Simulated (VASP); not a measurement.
# Co (P6_3/mmc) in VASP: notebook

Co is run at these levels: revPBE, RPBE, PBE; tasks: single point, relaxation of cell and atoms.

Everything below comes from runs of VASP 6.6.1. Logs are shortened: lines on timing, memory, paths and dates and some standing lists are left out, and cuts for length are marked.

## Step 1: The cell of the first run

The structure is hexagonal, space group P6_3/mmc (No. 194). The conventional cell has a = 2.472 Å, b = 2.472 Å, c = 4.021 Å, α = 90.00°, β = 90.00°, γ = 120.00°. Within 3.3 Å of Co (site symmetry -6m2) lie 12 Co at 2.47 Å.

## Step 2: Single point, revPBE, collinear spin, ferromagnetic start

Contents of INCAR:

```
SYSTEM = Co
PREC     = Accurate       ! precision mode
ENCUT    = 520            ! plane-wave cutoff, eV
EDIFF    = 1E-6           ! SCF threshold, eV
ISMEAR   = -1             ! smearing method
SIGMA    = 0.05           ! smearing width, eV
LREAL    = .FALSE.        ! projectors in reciprocal space
LASPH    = .TRUE.         ! aspherical terms in the spheres
NELM     = 150            ! most SCF steps
ALGO     = Fast           ! electronic algorithm
ISIF     = 2              ! what is computed and relaxed
LWAVE    = .FALSE.        ! write WAVECAR
LCHARG   = .FALSE.        ! write CHGCAR
ISPIN    = 2              ! spin polarisation
MAGMOM   = 2 2            ! initial moments
LORBIT   = 11             ! projections on sites
LMAXMIX  = 4              ! l up to which the mixer works
GGA      = RE             ! functional
NBANDS   = 20             ! bands
```

Contents of KPOINTS:

```
Automatic mesh
0
G
  12 12 7
  0 0 0
```

Contents of POSCAR:

```
Co
1.0
    2.4719999032      0.0000000000      0.0000000000
   -1.2359999516      2.1408147143      0.0000000000
    0.0000000000      0.0000000000      4.0211440800
Co
2
Direct
    0.6666666667      0.3333333333      0.7500000000
    0.3333333333      0.6666666667      0.2500000000
```

Potentials or basis: VASP PAW PBE potentials, release 64 (Co).

Command:

```sh
$ cat potpaw_PBE.64/Co/POTCAR > POTCAR
$ mpirun -np 1 vasp_std > vasp.out
```

OUTCAR:

```text
SYSTEM = Co
   PREC = Accurate
   ENCUT = 520
   EDIFF = 1E-6
   ISMEAR = -1
   LREAL = .FALSE.
   LASPH = .TRUE.
   NELM = 150
   ISIF = 2
   ISPIN = 2
   LORBIT = 11
   GGA = RE

 ion  position               nearest neighbor table
   1  0.667  0.333  0.750-   2 2.47   2 2.47   2 2.47   2 2.47   2 2.47   2 2.47
   2  0.333  0.667  0.250-   1 2.47   1 2.47   1 2.47   1 2.47   1 2.47   1 2.47

  LATTYP: Found a hexagonal cell.
 ALAT       =     2.4719999032
 C/A-ratio  =     1.6266764715

  Lattice vectors:

 A1 = (   2.4719999032,   0.0000000000,   0.0000000000)
 A2 = (  -1.2359999516,   2.1408147143,   0.0000000000)
 A3 = (   0.0000000000,   0.0000000000,   4.0211440800)

Analysis of symmetry for initial positions (statically):
=====================================================================
 Subroutine PRICEL returns:
 Original cell was already a primitive cell.

 Routine SETGRP: Setting up the symmetry group for a
 hexagonal supercell.

 Subroutine GETGRP returns: Found 24 space group operations
 (whereof 12 operations were pure point group operations)
 out of a pool of 24 trial point group operations.

The static configuration has the point symmetry D_3d.
 The point group associated with its full space group is D_6h.

Analysis of symmetry for dynamics (positions and initial velocities):
=====================================================================
 Subroutine PRICEL returns:
 Original cell was already a primitive cell.

 Routine SETGRP: Setting up the symmetry group for a
 hexagonal supercell.

 Subroutine GETGRP returns: Found 24 space group operations
 (whereof 12 operations were pure point group operations)
 out of a pool of 24 trial point group operations.

The dynamic configuration has the point symmetry D_3d.
 The point group associated with its full space group is D_6h.

Analysis of structural, dynamic, and magnetic symmetry:
=====================================================================
 Subroutine PRICEL returns:
 Original cell was already a primitive cell.

 Routine SETGRP: Setting up the symmetry group for a
 hexagonal supercell.

 Subroutine GETGRP returns: Found 24 space group operations
 (whereof 12 operations were pure point group operations)
 out of a pool of 24 trial point group operations.

The overall configuration has the point symmetry D_3d.
 The point group associated with its full space group is D_6h.

 Subroutine INISYM returns: Found 24 space group operations
 (whereof 12 operations are pure point group operations),
 and found     1 'primitive' translations

[... 111 lines left out ...]
   IALGO  =     68    algorithm
   IMIX   =      4    mixing-type and parameters
     AMIX     =   0.40;   BMIX     =  1.00
     AMIX_MAG =   1.60;   BMIX_MAG =  1.00
  volume/ion in A,a.u.               =      10.64        71.80
  Fermi-wavevector in a.u.,A,eV,Ry     =   1.548246  2.925761 32.614055  2.397065
  Thomas-Fermi vector in A             =   2.653224
   LORBIT       =     11    0 simple, 1 ext, 2 COOP (PROOUT), +10 PAW based schemes
   GGA     = RE    functional components
   LHFCALC =     F    Hartree Fock is set to
   AEXX    =    0.0000 exact exchange contribution
   IVDW    =     0    specifies the selected vdW correction
   LEPSILON=     F    determine dielectric tensor
   LRPA    =     F    only Hartree local field effects (RPA)
 spin polarized calculation
 RMM-DIIS sequential band-by-band and
  energy-cutoff  :      520.00
  volume of cell :       21.28
 maximum number of plane-waves:       585
   NGX =  9   NGY =  9   NGZ = 15

 number of electron      17.9999990 magnetization       3.2177539

 Free energy of the ion-electron system (eV)
  ---------------------------------------------------
  ext. energy  EPLUGINS =         0.00000000
  ---------------------------------------------------
  free energy    TOTEN  =       -13.23051314 eV

  energy without entropy =      -13.21494131  energy(sigma->0) =      -13.22272722

 E-fermi :  10.6342     XC(G=0): -13.4398

 val. band max:       10.6332928557   @ k =   0.2500   0.0000   0.0000
 cond. band min:      10.6370967529   @ k =   0.3333   0.2500   0.4286
 fundamental gap:      0.0038038972
 Fermi energy:        10.6342116587

 spin component 1

 k-point     1 :       0.0000    0.0000    0.0000
  band No.  band energies     occupation
      1       1.6311      1.00000
      2       5.4020      1.00000
      3       7.9427      1.00000
      4       7.9986      1.00000
      5       7.9986      1.00000
      6       8.3122      1.00000
[... 541 lines left out ...]
     19      34.1290      0.00000
     20      35.7739      0.00000

 [... further k-points ...]

 spin component 2

 k-point     1 :       0.0000    0.0000    0.0000
  band No.  band energies     occupation
      1       1.5937      1.00000
      2       6.3452      1.00000
      3       9.5961      1.00000
      4       9.6623      1.00000
      5       9.6623      1.00000
      6      10.0310      0.99999
[... 541 lines left out ...]
     19      34.4507      0.00000
     20      36.0763      0.00000

 [... further k-points ...]
[... 5 lines left out ...]
  --------------------------------------------------------------------------------------
  -------------------------------------------------------------------------------------
  Total        1.2347490      1.2347490      0.8616413      0.0000000      0.0000000     -0.0000000
  in kB       92.9634210     92.9634210     64.8723951      0.0000000      0.0000000     -0.0000000
  external PRESSURE =      83.5997457 kB  Pullay stress =       0.0000000 kB

 VOLUME and BASIS-vectors are now :
 -----------------------------------------------------------------------------
  energy-cutoff  :      520.00
  volume of cell :       21.28
      direct lattice vectors                 reciprocal lattice vectors
     2.471999903  0.000000000  0.000000000     0.404530760  0.233555943  0.000000000
    -1.235999952  2.140814714  0.000000000     0.000000000  0.467111887  0.000000000
     0.000000000  0.000000000  4.021144080     0.000000000  0.000000000  0.248685444

 POSITION                                       TOTAL-FORCE (eV/Angst)
 -----------------------------------------------------------------------------------
      1.23600      0.71360      3.01586         0.000000     -0.000000      0.000000
     -0.00000      1.42721      1.00529        -0.000000      0.000000      0.000000
 -----------------------------------------------------------------------------------
    total drift:                                0.000000     -0.000000     -0.000000

  FREE ENERGIE OF THE ION-ELECTRON SYSTEM (eV)
  ---------------------------------------------------
  free  energy   TOTEN  =       -13.2305131391 eV

  energy  without entropy=      -13.2149413089  energy(sigma->0) =      -13.22272722

 total charge

# of ion       s       p       d       tot
------------------------------------------
    1        0.499   0.540   7.274   8.313
    2        0.499   0.540   7.274   8.313
--------------------------------------------------
tot          0.997   1.080  14.548  16.625

 magnetization (x)

# of ion       s       p       d       tot
------------------------------------------
    1       -0.016  -0.057   1.699   1.627
    2       -0.016  -0.057   1.699   1.627
--------------------------------------------------
tot         -0.031  -0.114   3.399   3.254
```

OSZICAR:

```text
N       E                     dE             d eps       ncg     rms          rms(c)
DAV:   1     0.854309790462E+02    0.85431E+02   -0.82379E+03  6464   0.124E+03
DAV:   2    -0.105153546066E+02   -0.95946E+02   -0.86427E+02  6152   0.217E+02
DAV:   3    -0.150735277053E+02   -0.45582E+01   -0.43660E+01  6924   0.566E+01
DAV:   4    -0.151418059903E+02   -0.68278E-01   -0.68227E-01  7432   0.615E+00
DAV:   5    -0.151438430548E+02   -0.20371E-02   -0.20370E-02  7136   0.102E+00    0.150E+01
RMM:   6    -0.135888310510E+02    0.15550E+01   -0.65022E+00  7243   0.273E+01    0.697E+00
RMM:   7    -0.132783078910E+02    0.31052E+00   -0.68361E-01  7175   0.936E+00    0.423E+00
RMM:   8    -0.132436338328E+02    0.34674E-01   -0.25250E-02  8083   0.107E+00    0.188E+00
RMM:   9    -0.132305353787E+02    0.13098E-01   -0.74967E-03  8527   0.497E-01    0.464E-01
RMM:  10    -0.132304330065E+02    0.10237E-03   -0.14344E-03  7989   0.331E-01    0.144E-01
RMM:  11    -0.132305016529E+02   -0.68646E-04   -0.55339E-04  9108   0.145E-01    0.482E-02
RMM:  12    -0.132305131423E+02   -0.11489E-04   -0.11957E-04  8908   0.610E-02    0.360E-02
RMM:  13    -0.132305169648E+02   -0.38226E-05   -0.18169E-05  8079   0.427E-02    0.194E-02
RMM:  14    -0.132305139846E+02    0.29802E-05   -0.84639E-06  8357   0.214E-02    0.542E-03
RMM:  15    -0.132305131391E+02    0.84555E-06   -0.26187E-06  5876   0.985E-03
   1 F= -.13230513E+02 E0= -.13222727E+02  d E =-.155718E-01  mag=     3.2178
```

stdout:

```text
POSCAR found type information on POSCAR Co
 POSCAR found :  1 types and       2 ions
 scaLAPACK will be used
 -----------------------------------------------------------------------------
|                                                                             |
|                                                                             |
|     You enforced a specific xc type in the INCAR file but a different       |
|     I HOPE YOU KNOW WHAT YOU ARE DOING!                                     |
|                                                                             |
 -----------------------------------------------------------------------------

 LDA part: xc-table for (Slater+PW92), standard interpolation
 POSCAR, INCAR and KPOINTS ok, starting setup
 FFT: planning ... GRIDC
 FFT: planning ... GRID_SOFT
 FFT: planning ... GRID
 WAVECAR not read
 entering main loop
WARNING in EDDRMM: call to ZHEGV failed, returncode =   6  3     19
```

It took 78 s on 1 thread of Intel Xeon 6975P-C, shared host; peak memory 0.17 GiB.

What came out:

```
Free energy                                           : -13.2305 eV
Pressure                                              : 8.4 GPa
Net moment                                            : 3.22 μB per cell
Site moments                                          : Co +1.63 μB
Valence electrons inside the program's atomic spheres : Co 8.31
```

Stress tensor (GPa, compression positive):
```
9.30 0.00 0.00
0.00 9.30 0.00
0.00 0.00 6.49
```

Levels at points of the mesh, in eV from the Fermi level:
Spin up:
```csv
k point,band 8,band 9,band 10,band 11,band 12,band 13,band 14,band 15
"(0.00, 0.00, 0.00)",-1.94,-1.94,-0.84,-0.84,-0.14,6.45,22.21,25.08
"(0.50, 0.00, 0.00)",-0.68,-0.62,-0.54,1.36,3.44,9.82,10.51,12.86
```
Spin down:
| k point | band 4 | band 5 | band 6 | band 7 | band 8 | band 9 | band 10 | band 11 |
| --- | --- | --- | --- | --- | --- | --- | --- | --- |
| (0.00, 0.00, 0.00) | -0.97 | -0.97 | -0.60 | -0.60 | -0.24 | -0.14 | -0.14 | 1.08 |
| (0.50, 0.00, 0.00) | -1.88 | -1.11 | -1.07 | -0.65 | 1.23 | 1.34 | 1.40 | 2.60 |

Caveat: the PAW data sets were made with another functional, which shifts forces and pressure a little.

[end of part 1 of 2]
